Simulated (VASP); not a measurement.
Here is a VASP 6.6.1 calculation.

File INCAR:

```
ALGO = Normal
EDIFF = 1E-6
ENCUT = 520
GGA = CA
ISIF = 2
ISMEAR = -1
ISPIN = 2
LASPH = True
LCHARG = False
LMAXMIX = 4
LORBIT = 11
LREAL = False
LWAVE = False
MAGMOM = 0.607
NBANDS = 15
NELM = 150
PREC = Accurate
SIGMA = 0.05
```

KPOINTS

```
k-points
0
Gamma
  16 16 16
```

Contents of POSCAR:

```
Ni
1.0
    0.0000000000      1.7124646296      1.7124646296
    1.7124646296      0.0000000000      1.7124646296
    1.7124646296      1.7124646296      0.0000000000
Ni
1
Direct
    0.0000000000      0.0000000000      0.0000000000
```

Potentials or basis: VASP PAW LDA potentials, release 64 (Ni).

Run with:

```sh
$ cat potpaw_LDA.64/Ni/POTCAR > POTCAR
$ mpirun -np 1 vasp_std > vasp.out
```

(1) What does it give for the pressure?

(2) What does it give for the net moment?

## Answers

(1) -0.5 GPa.

(2) 0.57 μB per cell.
